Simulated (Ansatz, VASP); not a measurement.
**Si4Sn: VASP beside Ansatz**

```xyz
5
Lattice="1.8082 1.0440 8.3229 -1.8082 1.0440 8.3229 0.0000 -2.0880 8.3229" Properties=species:S:1:pos:R:3 pbc="T T T"
Si    0.0000    0.0000   10.3793
Si    0.0000    0.0000   14.5895
Si    0.0000    0.0000    4.9956
Si    0.0000    0.0000   19.9732
Sn    0.0000    0.0000    0.0000
```

Alike in both runs: functional PBE; k mesh 6 × 6 × 6; occupations gaussian, width 0.1 eV; no spin polarisation.

Ansatz relaxed the structure, and its values are those at the end. VASP's run is a single point on that final structure, the one shown.

|  | VASP | Ansatz |
| --- | --- | --- |
| version | VASP 6.6.1 | Ansatz 0.2.0 |
| potentials or method | VASP PAW PBE potentials, release 64 (Si, Sn_d), cutoff 500 eV | scalar-relativistic, plane waves, PAW |
| valence electrons in the cell | 30 | 30 |

Ansatz gave:

| Item | Value |
| --- | --- |
| gap on the k mesh at the Fermi level (eV) | none |
| pressure (GPa) | 0.0 |
| rms of the force components (eV/Å) | 0.002 |

Task: Estimate VASP's values.

Result: gap on the k mesh at the Fermi level (eV): none; pressure (GPa): 0.0; rms of the force components (eV/Å): 0.005.

A gap of «none» marks a metal or a gap that the smearing closes. The functional is the same, so the differences come from potentials, cutoffs and numerics.
